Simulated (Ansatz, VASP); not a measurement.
# One calculation of TaSi2, two programs

```
Ta Si
1.0
     4.80602    0.00000    0.00000
    -2.40301    4.16214    0.00000
     0.00000    0.00000    6.59953
Ta Si
3 6
Direct
  0.45506 0.00000 0.96727
  0.50000 0.50000 0.66667
  0.00000 0.50000 0.33333
  0.15892 0.31783 0.00000
  0.84108 0.15892 0.66667
  0.68217 0.84108 0.33333
  0.84108 0.68217 0.00000
  0.15892 0.84108 0.66667
  0.31783 0.15892 0.33333
```

Alike in both runs: task single point; functional PBE; k mesh 9 × 9 × 6; occupations gaussian, width 0.15 eV; no spin polarisation.

|  | VASP | Ansatz |
| --- | --- | --- |
| version | VASP 6.6.1 | Ansatz 0.2.0 |
| potentials or method | VASP PAW PBE potentials, release 64 (Ta_pv, Si), cutoff 520 eV | scalar-relativistic, plane waves, PAW |
| valence electrons in the cell | 57 | 63 |

|  | VASP | Ansatz | Ansatz less VASP |
| --- | --- | --- | --- |
| gap on the k mesh at the Fermi level (eV) | none | none | - |
| pressure (GPa) | 3.1 | 3.1 | 0.00 |
| traceless stress, the component that is largest in VASP (GPa) | -2.03 | -2.03 | 0.000 |
| rms of the force components (eV/Å) | 1.276 | 1.277 | +0.0004 |

Atom by atom the forces differ by 0.002 eV/Å (rms over components). A gap of «none» marks a metal or a gap that the smearing closes. VASP's potentials hold 57 valence electrons a cell and Ansatz's 63, so a difference there can come from the potentials and not from the codes.

Spin-orbit coupling is off throughout.
